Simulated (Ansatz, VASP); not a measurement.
## One calculation of HfN, two programs

```xyz
4
Lattice="0.0000 -2.2508 -2.2508 0.0000 2.2508 -2.2508 4.5016 0.0000 0.0000" Properties=species:S:1:pos:R:3 pbc="T T T"
Hf    2.2508   -0.0232   -2.2508
Hf    0.0000    0.0232    0.0000
N     0.0000   -0.0331   -2.2508
N     2.2508    0.0331    0.0000
```

Change from the starting cell: mode 4 frozen in at -0.021 Å and mode 11 at -0.045 Å (largest displacements).

Alike in both runs: task single point; functional PBEsol; k mesh 14 × 14 × 10; occupations gaussian, width 0.15 eV; no spin polarisation.

|  | VASP | Ansatz |
| --- | --- | --- |
| version | VASP 6.6.1 | Ansatz 0.2.0 |
| potentials or method | VASP PAW PBE potentials, release 64 (Hf_pv, N), cutoff 520 eV | scalar-relativistic, plane waves, PAW |
| valence electrons in the cell | 30 | 62 |

```csv
,VASP,Ansatz,Ansatz less VASP
gap on the k mesh at the Fermi level (eV),none,none,-
pressure (GPa),-1.7,0.5,+2.15
"traceless stress, the component that is largest in VASP (GPa)",1.06,1.07,+0.006
rms of the force components (eV/Å),0.349,0.352,+0.0034
```

VASP's potentials were made for PBE, not for PBEsol, and Ansatz warns of the same on its side. Atom by atom the forces differ by 0.003 eV/Å (rms over components). A gap of «none» marks a metal or a gap that the smearing closes. The functional is the same, so the differences come from potentials, cutoffs and numerics. VASP's potentials hold 30 valence electrons a cell and Ansatz's 62, so a difference there can come from the potentials and not from the codes.

Spin-orbit coupling is off throughout.
